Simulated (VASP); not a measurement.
Wanted: the native input for a VASP 6.6.1 run.

```
Task                   : single point
Functional             : PBE
Potentials or basis    : VASP PAW PBE potentials, release 64 (Ge_d, N)
Cutoff                 : 520 eV
k mesh                 : 7 × 7 × 1
Occupations            : gaussian, width 0.1 eV
Spin                   : no spin polarisation
Dipole correction      : yes
Further INCAR settings : ALGO = Normal; EDIFF = 1e-06; NBANDS = 38
```

The structure of Ge4N lies in POSCAR:

```
Ge4N
1.0
    4.0740542166      0.0000000000      0.0000000000
    0.0000000000      4.0740542166      0.0000000000
    0.0000000000      0.0000000000     19.8557568530
Ge N
4 1
Direct
    0.0000000000      0.5000000000      0.2014529101
    0.0000000000      0.0000000000      0.2739958855
    0.5000000000      0.0000000000      0.3493666166
    0.5000000000      0.5000000000      0.4208228835
    0.7500000000      0.5000000000      0.4900343567
```

One way to write it, as run:

INCAR

```
  ALGO = Normal
  DIPOL = 0.5 0.5 0.347
  EDIFF = 1E-6
  ENCUT = 520
  GGA = PE
  IDIPOL = 3
  ISIF = 2
  ISMEAR = 0
  LASPH = T
  LCHARG = F
  LDIPOL = T
  LREAL = F
  LWAVE = F
  NBANDS = 38
  NELM = 60
  PREC = Accurate
  SIGMA = 0.1
```

KPOINTS

```
k-points
0
Gamma
  7 7 1
```

Potentials or basis: VASP PAW PBE potentials, release 64 (Ge_d, N).

Launch:

```sh
$ cat potpaw_PBE.64/Ge_d/POTCAR potpaw_PBE.64/N/POTCAR > POTCAR
$ mpirun -np 1 vasp_std > vasp.out
```

Results of the run:

| Property | Result |
| --- | --- |
| Largest force | 0.713 eV/Å |

It took 3.4 min on 1 thread of Intel(R) Xeon(R) 6975P-C (Granite Rapids), on a shared host, peak memory 0.44 GiB.
